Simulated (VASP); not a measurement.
A run of VASP 6.6.1 is set up as follows.

INCAR

```
PREC = Accurate
ENCUT = 600
EDIFF = 1E-6
ISMEAR = 0
SIGMA = 0.15
LREAL = False
LASPH = True
NELM = 100
ALGO = Normal
ISIF = 3
LWAVE = False
LCHARG = False
GGA = PE
IBRION = 2
NSW = 36
EDIFFG = -0.08
```

File KPOINTS:

```
Automatic mesh
0
Gamma
  4 3 2
```

The input POSCAR:

```
ZrTa3N4
1.0
    3.2205182100      0.0000000000      0.0000000000
    0.0000000000      4.5658852600      0.0000000000
    0.0000000000      0.0000000000      6.4599548300
Zr Ta N
1 3 4
Direct
    0.0000000000      0.0000000000      0.0000000000
    0.5000000000      0.5000000000      0.2532063700
    0.0000000000      0.0000000000      0.5000000000
    0.5000000000      0.5000000000      0.7467936300
    0.0000000000      0.5000000000      0.5000000000
    0.5000000000      0.0000000000      0.7584846000
    0.0000000000      0.5000000000      0.0000000000
    0.5000000000      0.0000000000      0.2415154000
```

Potentials or basis: VASP PAW PBE potentials, release 64 (Zr_sv, Ta_pv, N).

Run with:

```bash
$ cat potpaw_PBE.64/Zr_sv/POTCAR potpaw_PBE.64/Ta_pv/POTCAR potpaw_PBE.64/N/POTCAR > POTCAR
$ mpirun -np 1 vasp_std > vasp.out
```

(1) What does it give for the relaxed cell?

(2) Predict the space group after relaxing (to 0.05 Å).

Results:

(1) a = 3.148 Å, b = 4.487 Å, c = 6.285 Å, α = 90.00°, β = 90.00°, γ = 90.00°.

(2) Pmmm (No. 47).

Caveat: the k points lie up to 0.50 Å⁻¹ apart in the final cell.
